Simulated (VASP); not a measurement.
Write the native input for VASP 6.6.1 that does the following.

* Task: single point
* Functional: RPBE
* Potentials or basis: VASP PAW PBE potentials, release 64 (Pb_d)
* Cutoff: 520 eV
* k mesh: 11 × 11 × 3
* Occupations: fermi-dirac, width 0.1 eV
* Spin: no spin polarisation
* Dipole correction: no
* Further INCAR settings: ALGO = Normal; EDIFF = 1e-06; NBANDS = 36

The structure of Pb lies in POSCAR:

```
Pb
1.0
    3.6211112557      0.0000000000      0.0000000000
   -1.8105556279      3.1359743374      0.0000000000
    0.0000000000      0.0000000000     11.6989255272
Pb
4
Direct
    1.0000000000      0.0000000000      1.0000000000
    0.0000000000      0.0000000000      0.5000000000
    0.3333333333      0.6666666667      0.2500000000
    0.6666666667      0.3333333333      0.7500000000
```

This isn't the form of Pb at room conditions, which is fcc.

One way to write it, as run:

INCAR

```
ALGO = Normal
EDIFF = 1E-6
ENCUT = 520
GGA = RP
ISIF = 2
ISMEAR = -1
LASPH = True
LCHARG = True
LELF = True
LREAL = False
LVHAR = True
LWAVE = False
NBANDS = 36
NELM = 100
PREC = Accurate
SIGMA = 0.1
```

KPOINTS

```
k-points
0
Gamma
  11 11 3
```

Potentials or basis: VASP PAW PBE potentials, release 64 (Pb_d).

Run with:

```sh
$ cat potpaw_PBE.64/Pb_d/POTCAR > POTCAR
$ mpirun -np 1 vasp_std > vasp.out
```

Results of the run:

The pressure is -0.1 GPa and the band gap on the k mesh is zero (bands 28 and 29 overlap by 6.33 eV).

Caveat: the PAW data sets were made with another functional, which shifts forces and pressure a little; spin-orbit coupling is left out, which moves the levels of the heavy elements.

It took 63 s on 1 thread of AMD EPYC 9R45 96-Core Processor (Zen 5), on a shared host, peak memory 0.27 GiB.
